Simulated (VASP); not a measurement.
# Al: single point with PBEsol+D3(BJ)

Al:

```
Al
1.0
     2.73540    0.00000    0.00000
    -1.36770    2.36893    0.00000
     0.00000    0.00000    7.86840
Al
4
Direct
  0.00000 0.00000 0.00000
  0.33333 0.66667 0.25000
  0.00000 0.00000 0.50000
  0.66667 0.33333 0.75000
```

- Program: VASP 6.6.1
- Task: single point
- Functional: PBEsol
- Dispersion: D3(BJ)
- Potentials or basis: VASP PAW PBE potentials, release 64 (Al)
- Cutoff: 520 eV
- k mesh: 18 × 18 × 6
- Occupations: gaussian, width 0.15 eV
- Spin: no spin polarisation
- Dipole correction: no
- Further INCAR settings: ALGO = Normal; EDIFF = 1e-06; NBANDS = 14

```
Pressure                   : 31.3 GPa
Band gap on the k mesh     : zero (band 6 reaches 17.67 eV, above the bottom of band 7 at 8.79 eV)
Dispersion energy per atom : -0.412 eV
```

Stress tensor (GPa, compression positive):
```
22.59  0.00  0.00
 0.00 22.59  0.00
 0.00  0.00 48.79
```

Levels at points of the mesh, in eV from the Fermi level:
```csv
k point,band 4,band 5,band 6,band 7,band 8,band 9
"(0.00, 0.00, 0.00)",-4.55,-2.98,6.81,6.91,10.57,10.57
"(0.50, 0.00, 0.00)",-4.81,-3.85,-3.81,1.18,1.50,2.89
"(0.00, 0.00, 0.50)",-7.77,1.19,1.19,10.93,10.93,10.93
"(0.50, 0.00, 0.50)",-5.98,-1.93,-1.93,-1.15,-1.15,5.39
```

Run time: 31 s on 1 thread of Intel(R) Xeon(R) Platinum 8559C (Emerald Rapids), with other jobs on the host, peak memory 0.22 GiB.

Caveat: the PAW data sets were made with another functional, which shifts forces and pressure a little; pairwise dispersion overbinds metals, which lowers pressure and volume.
